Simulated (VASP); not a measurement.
# ZrO2 (Cubic zirconia) (Fm-3m) in VASP: notebook, part 2 of 2

VASP 6.6.1. Earlier steps stand in the parts before.

### 3 Single point, PBE, non-collinear spin, zero start, spin-orbit coupling

Contents of INCAR:

```
ALGO = Normal
EDIFF = 1E-6
ENCUT = 600
GGA = PE
GGA_COMPAT = False
ISIF = 2
ISMEAR = 0
LASPH = True
LCHARG = False
LMAXMIX = 4
LNONCOLLINEAR = True
LORBIT = 11
LORBMOM = True
LREAL = False
LSORBIT = True
LWAVE = False
MAGMOM = 0 0 0 0 0 0 0 0 0
NBANDS = 37
NELM = 200
PREC = Accurate
SIGMA = 0.02
```

Contents of KPOINTS:

```
k-points
0
Gamma
  8 8 8
```

Contents of POSCAR:

```
ZrO2
1.0
    0.0000000000      2.5578982120      2.5578982120
    2.5578982120      0.0000000000      2.5578982120
    2.5578982120      2.5578982120      0.0000000000
Zr O
1 2
Direct
    0.0000000000      0.0000000000      0.0000000000
    0.2500000000      0.2500000000      0.2500000000
    0.7500000000      0.7500000000      0.7500000000
```

Potentials or basis: VASP PAW PBE potentials, release 64 (Zr_sv, O).

Run with:

```console
$ cat potpaw_PBE.64/Zr_sv/POTCAR potpaw_PBE.64/O/POTCAR > POTCAR
$ mpirun -np 1 vasp_ncl > vasp.out
```

OUTCAR:

```text
EDIFF = 1E-6
   ENCUT = 600
   GGA = PE
   ISIF = 2
   ISMEAR = 0
   LASPH = True
   LNONCOLLINEAR = True
   LORBIT = 11
   LREAL = False
   LSORBIT = True
   NELM = 200
   PREC = Accurate

 ion  position               nearest neighbor table
   1  0.000  0.000  0.000-   3 2.22   2 2.22   3 2.22   2 2.22   3 2.22   3 2.22   2 2.22   2 2.22

   2  0.250  0.250  0.250-   1 2.22   1 2.22   1 2.22   1 2.22
   3  0.750  0.750  0.750-   1 2.22   1 2.22   1 2.22   1 2.22

  LATTYP: Found a face centered cubic cell.
 ALAT       =     5.1157964240

  Lattice vectors:

 A1 = (   0.0000000000,   2.5578982120,   2.5578982120)
 A2 = (   2.5578982120,   0.0000000000,   2.5578982120)
 A3 = (   2.5578982120,   2.5578982120,   0.0000000000)

Analysis of symmetry for initial positions (statically):
=====================================================================
 Subroutine PRICEL returns:
 Original cell was already a primitive cell.

 Routine SETGRP: Setting up the symmetry group for a
 face centered cubic supercell.

 Subroutine GETGRP returns: Found 48 space group operations
 (whereof 48 operations were pure point group operations)
 out of a pool of 48 trial point group operations.

The static configuration has the point symmetry O_h .

Analysis of symmetry for dynamics (positions and initial velocities):
=====================================================================
 Subroutine PRICEL returns:
 Original cell was already a primitive cell.

 Routine SETGRP: Setting up the symmetry group for a
 face centered cubic supercell.

 Subroutine GETGRP returns: Found 48 space group operations
 (whereof 48 operations were pure point group operations)
 out of a pool of 48 trial point group operations.

The dynamic configuration has the point symmetry O_h .

Analysis of structural, dynamic, and magnetic symmetry:
=====================================================================
 Subroutine PRICEL returns:
 Original cell was already a primitive cell.

 Routine SETGRP: Setting up the symmetry group for a
 face centered cubic supercell.
[... 1147 lines left out ...]
            0.000   0.000   0.000

 orbital moment (y)

 # of ion     p       d       tot
 ----------------------------------------
  1         0.000  -0.000  -0.000
  2        -0.000   0.000  -0.000
  3         0.000   0.000   0.000
 ----------------------------------------
            0.000  -0.000   0.000

 orbital moment (z)

 # of ion     p       d       tot
 ----------------------------------------
  1         0.000   0.000   0.000
  2         0.000   0.000   0.000
  3         0.000   0.000   0.000
 ----------------------------------------
            0.000   0.000   0.000

 Spin-Orbit-Coupling matrix elements

 Ion:    1  E_soc:     -0.1327787
 l=   1
     0.0000000    -0.0218076    -0.0218076
    -0.0218076     0.0000000    -0.0218076
    -0.0218076    -0.0218076     0.0000000
 l=   2
     0.0000000    -0.0000761     0.0000000    -0.0000761    -0.0002461
    -0.0000761     0.0000000    -0.0001845    -0.0000761    -0.0000615
     0.0000000    -0.0001845     0.0000000    -0.0001845     0.0000000
    -0.0000761    -0.0000761    -0.0001845     0.0000000    -0.0000615
    -0.0002461    -0.0000615     0.0000000    -0.0000615     0.0000000
 l=   3
     0.0000000     0.0000000     0.0000000     0.0000000     0.0000000     0.0000000     0.0000000
     0.0000000     0.0000000     0.0000000     0.0000000     0.0000000     0.0000000     0.0000000
     0.0000000     0.0000000     0.0000000     0.0000000     0.0000000     0.0000000     0.0000000
     0.0000000     0.0000000     0.0000000     0.0000000     0.0000000     0.0000000     0.0000000
[... 29 lines left out ...]
 l=   2
     0.0000000     0.0000000     0.0000000     0.0000000     0.0000000
     0.0000000     0.0000000     0.0000000     0.0000000     0.0000000
     0.0000000     0.0000000     0.0000000     0.0000000     0.0000000
     0.0000000     0.0000000     0.0000000     0.0000000     0.0000000
     0.0000000     0.0000000     0.0000000     0.0000000     0.0000000
 l=   3
     0.0000000     0.0000000     0.0000000     0.0000000     0.0000000     0.0000000     0.0000000
     0.0000000     0.0000000     0.0000000     0.0000000     0.0000000     0.0000000     0.0000000
     0.0000000     0.0000000     0.0000000     0.0000000     0.0000000     0.0000000     0.0000000
     0.0000000     0.0000000     0.0000000     0.0000000     0.0000000     0.0000000     0.0000000
     0.0000000     0.0000000     0.0000000     0.0000000     0.0000000     0.0000000     0.0000000
     0.0000000     0.0000000     0.0000000     0.0000000     0.0000000     0.0000000     0.0000000
     0.0000000     0.0000000     0.0000000     0.0000000     0.0000000     0.0000000     0.0000000

 total charge

# of ion       s       p       d       tot
------------------------------------------
    1        2.166   6.048   1.288   9.502
    2        1.560   3.531   0.000   5.091
    3        1.560   3.531   0.000   5.091
--------------------------------------------------
tot          5.286  13.111   1.288  19.685

 magnetization (x)

# of ion       s       p       d       tot
------------------------------------------
    1       -0.000  -0.000  -0.000  -0.000
    2       -0.000  -0.000   0.000  -0.000
    3       -0.000  -0.000   0.000  -0.000
--------------------------------------------------
tot         -0.000  -0.000  -0.000  -0.000

 magnetization (y)

# of ion       s       p       d       tot
------------------------------------------
    1        0.000  -0.000   0.000   0.000
    2        0.000  -0.000   0.000  -0.000
    3        0.000   0.000   0.000   0.000
--------------------------------------------------
tot          0.000  -0.000   0.000   0.000

 magnetization (z)

# of ion       s       p       d       tot
------------------------------------------
    1       -0.000   0.000  -0.000  -0.000
    2        0.000  -0.000   0.000  -0.000
    3        0.000  -0.000   0.000  -0.000
--------------------------------------------------
tot          0.000  -0.000  -0.000  -0.000
```

OSZICAR:

```text
N       E                     dE             d eps       ncg     rms          rms(c)
DAV:   1     0.221203368475E+03    0.22120E+03   -0.14551E+04  2146   0.149E+03
DAV:   2    -0.196281730210E+02   -0.24083E+03   -0.22598E+03  2551   0.395E+02
DAV:   3    -0.343296000390E+02   -0.14701E+02   -0.14574E+02  3009   0.912E+01
DAV:   4    -0.350077103090E+02   -0.67811E+00   -0.67589E+00  3184   0.145E+01
DAV:   5    -0.350190567108E+02   -0.11346E-01   -0.11345E-01  2681   0.167E+00    0.241E+01
DAV:   6    -0.286967515746E+02    0.63223E+01   -0.17206E+01  2449   0.411E+01    0.773E+00
DAV:   7    -0.286764579757E+02    0.20294E-01   -0.13430E+00  2837   0.871E+00    0.682E+00
DAV:   8    -0.286565697650E+02    0.19888E-01   -0.37986E-01  2363   0.578E+00    0.228E+00
DAV:   9    -0.286388251887E+02    0.17745E-01   -0.67041E-02  2616   0.213E+00    0.385E-01
DAV:  10    -0.286404176208E+02   -0.15924E-02   -0.68066E-03  2467   0.923E-01    0.478E-01
DAV:  11    -0.286400196817E+02    0.39794E-03   -0.84858E-04  2386   0.346E-01    0.120E-01
DAV:  12    -0.286400168714E+02    0.28103E-05   -0.18468E-04  2970   0.131E-01    0.328E-02
DAV:  13    -0.286400362006E+02   -0.19329E-04   -0.56443E-05  2295   0.749E-02    0.352E-02
DAV:  14    -0.286400319944E+02    0.42062E-05   -0.60107E-06  2545   0.333E-02    0.272E-03
DAV:  15    -0.286400323122E+02   -0.31774E-06   -0.60642E-07  1944   0.768E-03
   1 F= -.28640032E+02 E0= -.28640032E+02  d E =-.179271E-57  mag=     0.0000     0.0000    -0.0000
```

Run time: 62 s. Hardware: 1 thread of Intel Xeon 6975P-C (Granite Rapids), shared host; peak memory 0.31 GiB.

What came out:

- Free energy: -28.6400 eV
- Pressure: 0.1 GPa
- Net moment: 0.00 μB per cell
- Valence electrons inside the program's atomic spheres: Zr 9.50; O 5.09

Moments on the atoms (μB; x, y, z):
```
Zr  0.00 0.00 0.00
O   0.00 0.00 0.00
O   0.00 0.00 0.00
```
